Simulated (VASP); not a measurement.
# Mg in VASP: single point with PBE

Aim: the single point of Mg with PBE.

Program: VASP 6.6.1. These are calculated values, not measurements. Logs are shortened: lines on timing, memory, paths and dates and some standing lists are left out, and cuts for length are marked.

### Step 1. The cell of the first run

The cell holds a slab with vacuum, 6 atoms: a = 3.200 Å, b = 3.200 Å, c = 28.946 Å, α = 90.00°, β = 90.00°, γ = 120.00°.

### Step 2. Single point, PBE

Contents of POSCAR:

```
Mg
1.0
    3.1998719907      0.0000000000      0.0000000000
   -1.5999359953      2.7711704328      0.0000000000
    0.0000000000      0.0000000000     28.9460000000
Mg
6
Direct
    0.8333333330      0.1666666670      0.2763758811
    0.1666666670      0.8333333330      0.3658255286
    0.8333333330      0.1666666670      0.4552751762
    0.1666666670      0.8333333330      0.5447248238
    0.8333333330      0.1666666670      0.6341744714
    0.1666666670      0.8333333330      0.7236241189
```

Contents of INCAR.step1:

```
SYSTEM = Mg
  ALGO = Normal
  DIPOL = 0.5 0.5 0.500
  EDIFF = 1E-6
  ENCUT = 520
  GGA = PE
  IDIPOL = 3
  ISIF = 2
  ISMEAR = -1
  LASPH = .True.
  LCHARG = .True.
  LDIPOL = .True.
  LREAL = .False.
  LWAVE = .False.
  NBANDS = 15
  NELM = 80
  PREC = Accurate
  SIGMA = 0.05
```

Contents of KPOINTS.step1:

```
k-points
0
Gamma
  12 12 1
  0 0 0
```

Contents of INCAR.step2:

```
SYSTEM = Mg
  ALGO = Normal
  DIPOL = 0.5 0.5 0.500
  EDIFF = 1E-6
  ENCUT = 520
  GGA = PE
  ICHARG = 11
  IDIPOL = 3
  ISIF = 2
  ISMEAR = -5
  LASPH = .True.
  LCHARG = .False.
  LDIPOL = .True.
  LORBIT = 10
  LREAL = .False.
  LWAVE = .False.
  NEDOS = 1001
  NELM = 80
  PREC = Accurate
  SIGMA = 0.05
```

Contents of KPOINTS.step2:

```
k-points
0
Gamma
  18 18 1
  0 0 0
```

Potentials or basis: VASP PAW PBE potentials, release 64 (Mg).

Started as:

```bash
cat potpaw_PBE.64/Mg/POTCAR > POTCAR
cp INCAR.step1 INCAR
cp KPOINTS.step1 KPOINTS
mpirun -np 1 vasp_std > vasp.out
cp INCAR.step2 INCAR
cp KPOINTS.step2 KPOINTS
mpirun -np 1 vasp_std > vasp.out
```

OUTCAR:

```text
SYSTEM = Mg
   EDIFF = 1E-6
   ENCUT = 520
   GGA = PE
   ICHARG = 11
   ISIF = 2
   ISMEAR = -5
   LASPH = .True.
   LORBIT = 10
   LREAL = .False.
   NELM = 80
   PREC = Accurate

 ion  position               nearest neighbor table
   1  0.833  0.167  0.276-   2 3.18   2 3.18   2 3.18
   2  0.167  0.833  0.366-   1 3.18   1 3.18   3 3.18   3 3.18   1 3.18   3 3.18
   3  0.833  0.167  0.455-   2 3.18   4 3.18   2 3.18   4 3.18   2 3.18   4 3.18
   4  0.167  0.833  0.545-   5 3.18   3 3.18   5 3.18   3 3.18   5 3.18   3 3.18
   5  0.833  0.167  0.634-   6 3.18   6 3.18   4 3.18   4 3.18   6 3.18   4 3.18
   6  0.167  0.833  0.724-   5 3.18   5 3.18   5 3.18

  LATTYP: Found a hexagonal cell.
 ALAT       =     3.1998719907
 C/A-ratio  =     9.0459868658

  Lattice vectors:

 A1 = (   3.1998719907,   0.0000000000,   0.0000000000)
 A2 = (  -1.5999359953,   2.7711704328,   0.0000000000)
 A3 = (   0.0000000000,   0.0000000000,  28.9460000000)

Analysis of symmetry for initial positions (statically):
=====================================================================
 Subroutine PRICEL returns:
 Original cell was already a primitive cell.

 Routine SETGRP: Setting up the symmetry group for a
 hexagonal supercell.

 Subroutine GETGRP returns: Found 12 space group operations
 (whereof  4 operations were pure point group operations)
 out of a pool of 24 trial point group operations.

The static configuration has the point symmetry C_2h.
 The point group associated with its full space group is D_3d.

Analysis of symmetry for dynamics (positions and initial velocities):
=====================================================================
 Subroutine PRICEL returns:
 Original cell was already a primitive cell.

 Routine SETGRP: Setting up the symmetry group for a
 hexagonal supercell.

 Subroutine GETGRP returns: Found 12 space group operations
 (whereof  4 operations were pure point group operations)
 out of a pool of 24 trial point group operations.

The dynamic configuration has the point symmetry C_2h.
 The point group associated with its full space group is D_3d.

 Subroutine INISYM returns: Found 12 space group operations
 (whereof  4 operations are pure point group operations),
 and found     1 'primitive' translations

----------------------------------------------------------------------------------------

                                     Primitive cell

  volume of cell :     256.6755

  direct lattice vectors                    reciprocal lattice vectors
     3.199871991  0.000000000  0.000000000     0.312512501  0.180429177  0.000000000
    -1.599935995  2.771170433  0.000000000     0.000000000  0.360858354  0.000000000
     0.000000000  0.000000000 28.946000000     0.000000000  0.000000000  0.034547088

  length of vectors
     3.199871991  3.199871991 28.946000000     0.360858354  0.360858354  0.034547088

  position of ions in fractional coordinates (direct lattice)
     0.833333333  0.166666667  0.276375881
     0.166666667  0.833333333  0.365825529
     0.833333333  0.166666667  0.455275176
     0.166666667  0.833333333  0.544724824
     0.833333333  0.166666667  0.634174471
     0.166666667  0.833333333  0.723624119

  ion indices of the primitive-cell ions
   primitive index   ion index
                 1           1
                 2           2
                 3           3
                 4           4
                 5           5
                 6           6

----------------------------------------------------------------------------------------

 KPOINTS: k-points

Automatic generation of k-mesh.
 Grid dimensions read from file:
 generate k-points for:   18   18    1

 Generating k-lattice:

  Cartesian coordinates                     Fractional coordinates (reciprocal lattice)
     0.017361806  0.010023843  0.000000000     0.055555556  0.000000000  0.000000000
     0.000000000  0.020047686  0.000000000     0.000000000  0.055555556  0.000000000
     0.000000000  0.000000000  0.034547088     0.000000000  0.000000000  1.000000000

  Length of vectors
     0.020047686  0.020047686  0.034547088

  Shift w.r.t. Gamma in fractional coordinates (k-lattice)
     0.000000000  0.000000000  0.000000000

 TETIRR: Found    169 inequivalent tetrahedra from     1944

 Subroutine IBZKPT returns following result:
 ===========================================

 Found     37 irreducible k-points:

 Following reciprocal coordinates:
            Coordinates               Weight
  0.000000  0.000000  0.000000      1.000000
  0.055556  0.000000  0.000000      6.000000
  0.111111  0.000000  0.000000      6.000000
  0.166667 -0.000000  0.000000      6.000000
  0.222222 -0.000000  0.000000      6.000000
  0.277778 -0.000000  0.000000      6.000000
[... 16 lines left out ...]
  0.333333  0.111111  0.000000     12.000000
  0.388889  0.111111  0.000000     12.000000
 [... further k-points ...]
   k-points           NKPTS =     37   k-points in BZ     NKDIM =     37   number of bands    NBANDS=     10
   number of dos      NEDOS =   1001   number of ions     NIONS =      6
   total plane-waves  NPLWV = 124416
   dimension x,y,z NGX =    24 NGY =   24 NGZ =  216
   dimension x,y,z NGXF=    48 NGYF=   48 NGZF=  432
   ions per type =               6
   NGX,Y,Z   is equivalent  to a cutoff of  12.47, 12.47, 12.41 a.u.
   NGXF,Y,Z  is equivalent  to a cutoff of  24.94, 24.94, 24.81 a.u.
 SYSTEM =  Mg
   PREC   = accura    normal or accurate (medium, high low for compatibility)
   ISTART =      0    job   : 0-new  1-cont  2-samecut
   ICHARG =     11    charge: 1-file 2-atom 10-const
   ISPIN  =      1    spin polarized calculation?
   LNONCOLLINEAR =      F non collinear calculations
   LSORBIT =      F    spin-orbit coupling
   LASPH  =      T    aspherical Exc in radial PAW
   ENCUT  =  520.0 eV  38.22 Ry    6.18 a.u.   5.95  5.95 53.82*2*pi/ulx,y,z
   NELM   =     80;   NELMIN=  2; NELMDL=  0     # of ELM steps
   EDIFF  = 0.1E-05   stopping-criterion for ELM
   LREAL  =      F    real-space projection
   EDIFFG = 0.1E-04   stopping-criterion for IOM
   NSW    =      0    number of steps for IOM
   IBRION =     -1    ionic relax: 0-MD 1-quasi-New 2-CG
   NFREE  =      0    steps in history (QN), initial steepest desc. (CG)
   ISIF   =      2    stress and relaxation
   ISYM   =      2    0-nonsym 1-usesym 2-fastsym
   POTIM  = 0.5000    time-step for ionic-motion
   TEBEG  =    0.0;   TEEND  =   0.0 temperature during run
   PSTRESS=    0.0 pullay stress
   NELECT =      12.0000    total number of electrons
   NUPDOWN=      -1.0000    fix difference up-down
   EMIN   =  10.00;   EMAX   =-10.00  energy-range for DOS
   EFERMI =   0.00;   METHOD = LEGACY
   ISMEAR =    -5;   SIGMA  =   0.05  broadening in eV -4-tet -1-fermi 0-gaus
   EFERMI_NEDOS =   21; number of points for ismear=-14 and -15
   IALGO  =     38    algorithm
   IMIX   =      4    mixing-type and parameters
     AMIX     =   0.40;   BMIX     =  1.00
     AMIX_MAG =   1.60;   BMIX_MAG =  1.00
  volume/ion in A,a.u.               =      42.78       288.69
  Fermi-wavevector in a.u.,A,eV,Ry     =   0.589758  1.114481  4.732302  0.347814
  Thomas-Fermi vector in A             =   1.637536
   LORBIT       =     10    0 simple, 1 ext, 2 COOP (PROOUT), +10 PAW based schemes
   GGA     = PE    functional components
   LHFCALC =     F    Hartree Fock is set to
   AEXX    =    0.0000 exact exchange contribution
   IVDW    =     0    specifies the selected vdW correction
   LEPSILON=     F    determine dielectric tensor
   LRPA    =     F    only Hartree local field effects (RPA)
 non-spin polarized calculation
 Fermi weights with tetrahedron method with Bloechl corrections
  energy-cutoff  :      520.00
  volume of cell :      256.68
 maximum number of plane-waves:      6984
 NGX is ok and might be reduce to    24

 number of electron      12.0000000 magnetization

 dipolmoment           0.000000      0.000000      0.000000 electrons x Angstroem

 Free energy of the ion-electron system (eV)
  ---------------------------------------------------
  ext. energy  EPLUGINS =         0.00000000
  ---------------------------------------------------
  free energy    TOTEN  =        -8.43790023 eV

  energy without entropy =       -8.43790023  energy(sigma->0) =       -8.43790023

 E-fermi :  -0.2694     XC(G=0):  -5.1518

 val. band max:       -0.2430152012   @ k =   0.3889  -0.0000   0.0000
 cond. band min:      -0.2785283963   @ k =   0.3333   0.1667   0.0000
 fundamental gap:     -0.0355131951
 Fermi energy:        -0.2693699905

 k-point     1 :       0.0000    0.0000    0.0000
  band No.  band energies     occupation
      1      -7.0324      2.00000
      2      -6.6400      2.00000
      3      -6.0033      2.00000
      4      -5.1089      2.00000
      5      -3.9848      2.00000
      6      -2.6361      2.00000
      7      -1.4344      2.00000
      8       0.2722      0.00000
      9       1.7375      0.00000
     10       2.8436      0.00000

 k-point     2 :       0.0556    0.0000    0.0000
  band No.  band energies     occupation
      1      -6.9719      2.00000
      2      -6.5796      2.00000
      3      -5.9432      2.00000
      4      -5.0493      2.00000
      5      -3.9256      2.00000
      6      -2.5771      2.00000
      7      -1.3781      2.00000
      8       0.3290      0.00000
      9       1.7942      0.00000
     10       2.9013      0.00000
[... 274 lines left out ...]
 k-point    24 :       0.3889    0.1111    0.0000
  band No.  band energies     occupation
      1      -3.0595      2.00000
      2      -2.6828      2.00000
      3      -2.0767      2.00000
      4      -1.2609      2.00000
      5      -1.0099      2.00000
      6      -0.7452      2.12854
      7       0.0670     -0.06634
      8       0.1207      0.00000
      9       0.9082      0.00000
     10       1.3221      0.00000

 [... further k-points ...]

------------------------ aborting loop because EDIFF is reached ----------------------------------------

 vacuum level on the upper side and lower side of the slab       (xc-potential included)        -0.099        -0.099

  FORCE on cell =-STRESS in cart. coord.  units (eV):
  Direction    XX          YY          ZZ          XY          YZ          ZX
  --------------------------------------------------------------------------------------
  -------------------------------------------------------------------------------------
  Total       -1.1419060     -1.1419060      0.2357514     -0.0000000      0.0000000     -0.0000000
  in kB       -7.1278166     -7.1278166      1.4715683     -0.0000000      0.0000000     -0.0000000
  external PRESSURE =      -4.2613550 kB  Pullay stress =       0.0000000 kB

 VOLUME and BASIS-vectors are now :
 -----------------------------------------------------------------------------
  energy-cutoff  :      520.00
  volume of cell :      256.68
      direct lattice vectors                 reciprocal lattice vectors
     3.199871991  0.000000000  0.000000000     0.312512501  0.180429177  0.000000000
    -1.599935995  2.771170433  0.000000000     0.000000000  0.360858354  0.000000000
     0.000000000  0.000000000 28.946000000     0.000000000  0.000000000  0.034547088

 POSITION                                       TOTAL-FORCE (eV/Angst)
 -----------------------------------------------------------------------------------
      2.39990      0.46186      7.99998        -0.000000      0.000000     -0.043876
     -0.79997      2.30931     10.58919         0.000000     -0.000000      0.032545
      2.39990      0.46186     13.17840        -0.000000      0.000000      0.011927
     -0.79997      2.30931     15.76760         0.000000     -0.000000     -0.011927
      2.39990      0.46186     18.35681         0.000000     -0.000000     -0.032545
     -0.79997      2.30931     20.94602         0.000000     -0.000000      0.043876
 -----------------------------------------------------------------------------------
    total drift:                               -0.000000     -0.000000     -0.000000

  FREE ENERGIE OF THE ION-ELECTRON SYSTEM (eV)
  ---------------------------------------------------
  free  energy   TOTEN  =        -8.4379002305 eV

  energy  without entropy=       -8.4379002305  energy(sigma->0) =       -8.43790023

 vacuum level on the upper side and lower side of the slab         3.350         3.350

 total charge

# of ion       s       p       d       tot
------------------------------------------
    1        0.214   0.111   0.008   0.333
    2        0.210   0.126   0.011   0.347
    3        0.208   0.127   0.011   0.346
    4        0.208   0.127   0.011   0.346
    5        0.210   0.126   0.011   0.347
    6        0.214   0.111   0.008   0.333
--------------------------------------------------
tot          1.264   0.728   0.060   2.052
```

It took 2.4 min on 1 thread of Oxide Virtual Turin-like, shared host; peak memory 0.31 GiB.

What came out:

```
Valence electrons inside the program's atomic spheres : Mg 0.33, 0.35 (each value once)
```
